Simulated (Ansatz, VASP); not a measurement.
Pt in VASP and in Ansatz

File INCAR:

```
PREC     = Accurate       # precision mode
ENCUT    = 520            # plane-wave cutoff, eV
EDIFF    = 1E-6           # SCF threshold, eV
ISMEAR   = 1              # smearing method
SIGMA    = 0.1            # smearing width, eV
LREAL    = F              # projectors in reciprocal space
LASPH    = T              # aspherical terms in the spheres
NELM     = 60             # most SCF steps
ALGO     = Normal         # electronic algorithm
ISIF     = 2              # what is computed and relaxed
LWAVE    = F              # write WAVECAR
LCHARG   = T              # write CHGCAR
GGA      = CA             # functional
LELF     = T              # ELF
LVHAR    = T            
NBANDS   = 17             # bands
```

Contents of KPOINTS:

```
Automatic mesh
0
Gamma
  11 11 6
```

File POSCAR:

```
Pt
1.0
    2.7606660000      0.0000000000      0.0000000000
   -1.3803330000      2.3908070000      0.0000000000
    0.0000000000      0.0000000000      4.7921340000
Pt
2
Direct
    0.6666666667      0.3333333333      0.7500000000
    0.3333333333      0.6666666667      0.2500000000
```

Input for Ansatz:

```yaml
crystal:
  lattice:
    - [2.760666, 0.0, 0.0]
    - [-1.380333, 2.390807, 0.0]
    - [0.0, 0.0, 4.792134]
  atoms:
    - { symbol: Pt, position: [0.6666666666666666, 0.3333333333333333, 0.75] }
    - { symbol: Pt, position: [0.3333333333333333, 0.6666666666666666, 0.25] }
basis:
  ecutwfc: 435.382179935808
kpoints:
  mp_grid:
    grid: [11, 11, 6]
    shift: [0.0, 0.0, 0.0]
hamiltonian:
  xc: lda
scf:
  occupations:
    method: cold
    width: 0.1
output:
  stress: true
```

Alike in both runs: task single point; functional LDA; k mesh 11 × 11 × 6; no spin polarisation.

```csv
,VASP,Ansatz
version,VASP 6.6.1,Ansatz 0.2.0
potentials or method,"VASP PAW LDA potentials, release 64 (Pt), cutoff 520 eV","plane waves, PAW"
occupations,"methfessel-paxton of order 1, width 0.1 eV","cold, width 0.1 eV"
valence electrons in the cell,20,36
```

VASP gave:

```
pressure (GPa)                                                : -15.2
traceless stress, the component that is largest in VASP (GPa) : -0.10
```

Estimate Ansatz's values.

pressure (GPa): -15.8; traceless stress, the component that is largest in VASP (GPa): 0.11.

LDA's correlation is that of Perdew and Zunger in VASP and of Perdew and Wang (1992) in Ansatz. VASP's potentials hold 20 valence electrons a cell and Ansatz's 36, so a difference there can come from the potentials and not from the codes.

Neither program's run includes spin-orbit coupling.
